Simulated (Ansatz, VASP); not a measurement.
YbTl2IO4: VASP beside Ansatz

```
I Yb Tl O
1.0
     3.83954    0.00000    0.00000
     0.00000    3.83954    0.00000
     0.00000    0.00000    9.46062
I Yb Tl O
1 1 2 4
Cartesian
  0.0000 0.0000 4.7303
  0.0000 0.0000 0.0000
  1.9198 1.9198 7.0283
  1.9198 1.9198 2.4323
  1.9198 0.0000 8.1551
  0.0000 1.9198 8.1551
  1.9198 0.0000 1.3056
  0.0000 1.9198 1.3056
```

Alike in both runs: task single point; functional r2SCAN; k mesh 6 × 6 × 3; occupations fermi-dirac, width 0.1147 eV; no spin polarisation.

```csv
,VASP,Ansatz
version,VASP 6.6.1,Ansatz 0.2.0
potentials or method,"VASP PAW PBE potentials, release 64 (I, Yb, Tl_d, O), cutoff 520 eV",PAW plane waves
valence electrons in the cell,81,91
```

|  | VASP | Ansatz | Ansatz less VASP |
| --- | --- | --- | --- |
| pressure (GPa) | 2.4 | 2.1 | -0.32 |
| traceless stress, the component that is largest in VASP (GPa) | -4.67 | -4.54 | +0.134 |
| rms of the force components (eV/Å) | 0.260 | 0.286 | +0.0260 |

VASP's potentials were made for PBE, not for r2SCAN. Atom by atom the forces differ by 0.034 eV/Å (rms over components). VASP's potentials hold 81 valence electrons a cell and Ansatz's 91, so a difference there can come from the potentials and not from the codes.

Spin-orbit coupling is off throughout.
